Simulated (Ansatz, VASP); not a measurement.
# Two plane-wave programs on Bi

```
Bi
1.0
     2.26734    1.30905    3.88173
    -2.26734    1.30905    3.88173
     0.00000   -2.61810    3.88173
Bi
2
Cartesian
  0.0000 0.0000 2.7614
  0.0000 0.0000 8.8838
```

Alike in both runs: task single point; functional PBE; dispersion D3(BJ); k mesh 12 × 12 × 12; occupations gaussian, width 0.1 eV; no spin polarisation.

```csv
,VASP,Ansatz
version,VASP 6.6.1,Ansatz 0.2.0
potentials or method,"VASP PAW PBE potentials, release 64 (Bi_d), cutoff 520 eV","scalar-relativistic, plane waves, PAW"
valence electrons in the cell,30,30
```

|  | VASP | Ansatz | Ansatz less VASP |
| --- | --- | --- | --- |
| gap on the k mesh at the Fermi level (eV) | none | none | - |
| pressure (GPa) | 0.0 | 0.0 | +0.06 |
| rms of the force components (eV/Å) | 0.004 | 0.000 | -0.0040 |

Atom by atom the forces differ by 0.004 eV/Å (rms over components). A gap of «none» marks a metal or a gap that the smearing closes.

Spin-orbit coupling is off throughout.
